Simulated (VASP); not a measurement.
AlBiO4, 6 atoms in the cell. It takes space group P6/mmm (No. 191, hexagonal). Conventional cell: a = 4.618 Å, b = 4.618 Å, c = 5.448 Å, α = 90.00°, β = 90.00°, γ = 120.00°. Within 1.8 Å of Al (site symmetry 6/mmm) lie 2 O at 1.32 Å. Within 1.9 Å of Bi (site symmetry 6/mmm) lie 2 O at 1.40 Å. Within 1.8 Å of O (site symmetry 6mm) lie 1 Al at 1.32 Å and 1 Bi at 1.40 Å. O (site symmetry -6m2) has 3 Al at 2.67 Å and 9 O at 2.67 to 2.98 Å within 3.5 Å. The cell was generated, and may not be a known phase.

| Property | Result |
| --- | --- |
| Program | VASP 6.6.1 |
| Task | single point |
| Functional | PBE |
| Potentials or basis | VASP PAW PBE potentials, release 64 (Al, Bi_d, O_h) |
| Cutoff | 1340 eV |
| k mesh | 6 × 6 × 4 |
| Occupations | gaussian, width 0.1 eV |
| Spin | no spin polarisation |
| Dipole correction | no |
| Further INCAR settings | ALGO = Normal; EDIFF = 1e-06; NBANDS = 30 |

Potentials or basis: VASP PAW PBE potentials, release 64 (Al, Bi_d, O_h).

Run with:

```console
$ cat potpaw_PBE.64/Al/POTCAR potpaw_PBE.64/Bi_d/POTCAR potpaw_PBE.64/O_h/POTCAR > POTCAR
$ mpirun -np 1 vasp_std > vasp.out
```

Hardware: 1 thread of Intel(R) Xeon(R) Platinum 8488C (Sapphire Rapids), on a shared host.

Task: Estimate the wall time of this run.

Result: Wall time 3.7 min on 1 thread of Intel(R) Xeon(R) Platinum 8488C (Sapphire Rapids), with other jobs on the host, peak memory 0.62 GiB. Counts: scf iterations 16, k points 21.
